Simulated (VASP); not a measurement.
Ni, 1 atom in the cell. The structure is cubic, space group Fm-3m (No. 225). Conventional cell: a = 3.517 Å, b = 3.517 Å, c = 3.517 Å, α = 90.00°, β = 90.00°, γ = 90.00°. Within 3.3 Å of Ni (site symmetry m-3m) lie 12 Ni at 2.49 Å. 

```yaml
Program: VASP 6.6.1
Task: single point
Functional: LDA
Potentials_or_basis: VASP PAW LDA potentials, release 64 (Ni)
Cutoff: 520 eV
k_mesh: 12 × 12 × 12
Occupations: gaussian, width 0.1 eV
Spin: collinear spin, ferromagnetic start
Starting_moments: "[0.97] μB"
Fixed_moment: 0.97 μB
Dipole_correction: no
Further_INCAR_settings: ALGO = Normal; EDIFF = 1e-06; NBANDS = 15
```

Potentials or basis: VASP PAW LDA potentials, release 64 (Ni).

Launch:

```console
$ cat potpaw_LDA.64/Ni/POTCAR > POTCAR
$ mpirun -np 1 vasp_std > vasp.out
```

Hardware: 1 thread of Intel Xeon 8259CL, with other jobs on the host.

How long does it take, and how much memory?

Run time: 22 s on 1 thread of Intel Xeon 8259CL, on a shared host, peak memory 0.13 GiB. Counts: scf iterations 13, k points 72.
